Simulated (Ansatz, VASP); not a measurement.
# Two plane-wave programs on Na2S

```xyz
3
Lattice="0.0000 3.2988 3.2988 3.2988 0.0000 3.2988 3.2988 3.2988 0.0000" Properties=species:S:1:pos:R:3 pbc="T T T"
Na    1.6494    1.6494    1.6494
Na    4.9483    4.9483    4.9483
S     0.0000    0.0000    0.0000
```

Alike in both runs: functional r2SCAN; k mesh 8 × 8 × 8; occupations fermi-dirac, width 0.02 eV; no spin polarisation.

Ansatz relaxed the structure, and its values are those at the end. VASP's run is a single point on that final structure, the one shown.

|  | VASP | Ansatz |
| --- | --- | --- |
| version | VASP 6.6.1 | Ansatz 0.2.0 |
| potentials or method | VASP PAW PBE potentials, release 64 (Na_pv, S), cutoff 550 eV | PAW plane waves |
| valence electrons in the cell | 20 | 24 |

|  | VASP | Ansatz | Ansatz less VASP |
| --- | --- | --- | --- |
| gap on the k mesh at the Fermi level (eV) | 2.98 | 2.95 | -0.022 |
| pressure (GPa) | -1.3 | -1.1 | +0.18 |

VASP's potentials were made for PBE, not for r2SCAN. The functional is the same, so the differences come from potentials, cutoffs and numerics. VASP's potentials hold 20 valence electrons a cell and Ansatz's 24, so a difference there can come from the potentials and not from the codes. Ansatz's warnings: stress scf threshold loose.
